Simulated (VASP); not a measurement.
Runs of VASP 6.6.1 on Ti. The structure is that of space group Im-3m (No. 229), or close to it. The cells are those of the table. 

```csv
cell,gap on the mesh (eV),pressure (GPa)
"a = 2.770 Å, angles 108.1, 108.1, 112.2°, 1 atom",none,(a)
"a = 2.769 Å, angles 110.2, 110.2, 108.1°, 1 atom",none,6.6
"a = 2.793 Å, angles 108.8, 108.8, 110.8°, 1 atom",none,3.5
"a = 2.793 Å, angles 110.8, 110.8, 106.7°, 1 atom",none,3.7
```

Alike in all rows: task single point; level r2SCAN; potentials or basis VASP PAW PBE potentials, release 64 (Ti_sv); no spin polarisation; k mesh 26 × 26 × 26; cutoff (eV) 520; smearing gaussian 0.15 eV.

**Question.** Estimate the missing entries.

**Answer.** (a) 6.8.

Caveats: the cell stands under pressure; the PAW data sets were made with another functional, which shifts forces and pressure a little.

A gap of «none» marks levels without a gap at the run's occupations.
